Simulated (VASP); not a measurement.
Write the native input for VASP 6.6.1 that does the following.

```
Task                   : single point
Functional             : PBE
Potentials or basis    : VASP PAW PBE potentials, release 64 (Sb, Te, Pd)
Cutoff                 : 520 eV
k mesh                 : 6 × 6 × 6
Occupations            : gaussian, width 0.1 eV
Spin                   : no spin polarisation
Dipole correction      : no
Further INCAR settings : ALGO = Normal; EDIFF = 1e-06; NBANDS = 54
```

The structure of SbTePd lies in POSCAR:

```
SbTePd
1.0
    6.6405365081      0.0000000000      0.0000000000
    0.0000000000      6.6405365081      0.0000000000
    0.0000000000      0.0000000000      6.6405365081
Sb Te Pd
4 4 4
Direct
    0.6270202177      0.6270202177      0.6270202177
    0.8729797823      0.3729797823      0.1270202177
    0.1270202177      0.8729797823      0.3729797823
    0.3729797823      0.1270202177      0.8729797823
    0.3739462665      0.3739462665      0.3739462665
    0.1260537335      0.6260537335      0.8739462665
    0.8739462665      0.1260537335      0.6260537335
    0.6260537335      0.8739462665      0.1260537335
    0.0038367952      0.0038367952      0.0038367952
    0.4961632048      0.9961632048      0.5038367952
    0.5038367952      0.4961632048      0.9961632048
    0.9961632048      0.5038367952      0.4961632048
```

The input as run:

INCAR

```
  ALGO = Normal
  EDIFF = 1E-6
  ENCUT = 520
  GGA = PE
  ISIF = 2
  ISMEAR = 0
  LASPH = T
  LCHARG = F
  LREAL = F
  LWAVE = F
  NBANDS = 54
  NELM = 80
  PREC = Accurate
  SIGMA = 0.1
```

KPOINTS

```
k-points
0
Gamma
  6 6 6
```

Potentials or basis: VASP PAW PBE potentials, release 64 (Sb, Te, Pd).

Run with:

```bash
$ cat potpaw_PBE.64/Sb/POTCAR potpaw_PBE.64/Te/POTCAR potpaw_PBE.64/Pd/POTCAR > POTCAR
$ mpirun -np 1 vasp_std > vasp.out
```

It gave:

The pressure is -0.2 GPa and the largest force is 0.015 eV/Å. The band gap on the k mesh is zero (bands 42 and 43 overlap by 1.45 eV).

Caveat: spin-orbit coupling is left out, which moves the levels of the heavy elements.

Wall time 11 min on 1 thread of Intel Xeon 8259CL (shared host), peak memory 0.55 GiB.
